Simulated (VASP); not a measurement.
Runs of VASP 6.6.1 on Sn. The structure is that of space group Fm-3m (No. 225), or close to it. The cells are those of the table. This isn't the form of Sn at room conditions, which is tetragonal (white tin).

```tsv
level	cell	k mesh	cutoff (eV)	gap on the mesh (eV)	pressure (GPa)
r2SCAN	a = 3.381 Å, angles 60.0°, 1 atom	16 × 16 × 16	550	none	0.0
r2SCAN	a = 3.412 Å, angles 60.0°, 1 atom	16 × 16 × 16	550	none	(a)
PBE	a = 3.384 Å, angles 60.0°, 1 atom	8 × 8 × 8	500	none	1.2
r2SCAN	a = 3.402 Å, angles 60.0°, 1 atom	16 × 16 × 16	550	none	-0.9
PBE	a = 3.412 Å, angles 60.0°, 1 atom	8 × 8 × 8	500	none	0.0
```

Alike in all rows: task single point; potentials or basis VASP PAW PBE potentials, release 64 (Sn_d); no spin polarisation; smearing gaussian 0.05 eV.

Problem. Fill in the values left out.

Solution. (a) -1.4.

Caveats: spin-orbit coupling is left out, which moves the levels of the heavy elements; the PAW data sets were made with another functional, which shifts forces and pressure a little (at least some runs).

A k mesh can miss the band edges, and the runs leave out spin-orbit coupling on Sn.

A gap of «none» marks levels without a gap at the run's occupations.
